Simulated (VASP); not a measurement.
Write the native input for VASP 6.6.1 that does the following.

```yaml
Task: electric field gradients
Functional: PBEsol
Potentials_or_basis: VASP PAW PBE potentials, release 64 (Tc_pv)
Cutoff: 520 eV
k_mesh: 18 × 18 × 18
Occupations: fermi-dirac, width 0.03 eV
Spin: no spin polarisation
Dipole_correction: no
Further_INCAR_settings: ALGO = Normal; EDIFF = 1e-08; NBANDS = 12
```

The structure of Tc lies in POSCAR:

```
Tc
1.0
    0.0000000000      1.9236454180      1.9236454180
    1.9236454180      0.0000000000      1.9236454180
    1.9236454180      1.9236454180      0.0000000000
Tc
1
Direct
    0.0000000000      0.0000000000      0.0000000000
```

This cell differs from its parent crystal: volume scaled by 0.96.

The input as run:

INCAR

```
ALGO = Normal
EDIFF = 1E-8
ENCUT = 520
GGA = PS
ISIF = 2
ISMEAR = -1
LASPH = True
LCHARG = False
LEFG = True
LREAL = False
LWAVE = False
NBANDS = 12
NELM = 60
PREC = Accurate
SIGMA = 0.03
```

KPOINTS

```
k-points
0
Gamma
  18 18 18
```

Potentials or basis: VASP PAW PBE potentials, release 64 (Tc_pv).

Run with:

```sh
$ cat potpaw_PBE.64/Tc_pv/POTCAR > POTCAR
$ mpirun -np 1 vasp_std > vasp.out
```

It gave:

```
Pressure : -4.3 GPa
```

Caveat: without QUAD_EFG the Cq values of the log hold for a quadrupole moment of 1 mb, not for the nuclei; the PAW data sets were made with another functional, which shifts forces and pressure a little.

Run time: 20 s on 1 thread of AMD EPYC 9R45 96-Core Processor (Zen 5), with other jobs on the host, peak memory 0.12 GiB.
